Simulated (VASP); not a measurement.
Wanted: the native input for a VASP 6.6.1 run.

```yaml
Task: single point
Functional: PBEsol
Dispersion: D3(BJ)
Potentials_or_basis: VASP PAW PBE potentials, release 64 (Zr_sv, N)
Cutoff: 600 eV
k_mesh: 8 × 8 × 8
Occupations: gaussian, width 0.05 eV
Spin: no spin polarisation
Dipole_correction: no
Further_INCAR_settings: ALGO = Normal; EDIFF = 1e-06; NBANDS = 16
```

The structure of ZrN lies in POSCAR:

```
ZrN
1.0
    0.0000000000      2.2409726606      2.2409726606
    2.2409726606      0.0000000000      2.2409726606
    2.2409726606      2.2409726606      0.0000000000
Zr N
1 1
Direct
    0.5000000000      0.5000000000      0.5000000000
    0.0000000000      0.0000000000      0.0000000000
```

These files were run (other wordings do the same):

INCAR

```
ALGO     = Normal         # electronic algorithm
EDIFF    = 1E-6           # SCF threshold, eV
ENCUT    = 600            # plane-wave cutoff, eV
GGA      = PS             # functional
GGA_COMPAT= False        
ISIF     = 2              # what is computed and relaxed
ISMEAR   = 0              # smearing method
IVDW     = 12             # dispersion correction
LASPH    = True           # aspherical terms in the spheres
LCHARG   = False          # write CHGCAR
LREAL    = False          # projectors in reciprocal space
LWAVE    = False          # write WAVECAR
NBANDS   = 16             # bands
NELM     = 120            # most SCF steps
PREC     = Accurate       # precision mode
SIGMA    = 0.05           # smearing width, eV
```

KPOINTS

```
k-points
0
Gamma
  8 8 8
```

Potentials or basis: VASP PAW PBE potentials, release 64 (Zr_sv, N).

Run with:

```sh
$ cat potpaw_PBE.64/Zr_sv/POTCAR potpaw_PBE.64/N/POTCAR > POTCAR
$ mpirun -np 1 vasp_std > vasp.out
```

Results of the run:

```yaml
Pressure: 8.1 GPa
Band_gap_on_the_k_mesh: zero (an odd number of electrons rules out a gap without spin polarisation)
Dispersion_energy_per_atom: -0.447 eV
```

Caveat: the cell stands under pressure; the PAW data sets were made with another functional, which shifts forces and pressure a little.

It took 22 s on 1 thread of AMD EPYC 7R43 64-Core Processor (Zen 3) (shared host), peak memory 0.14 GiB.
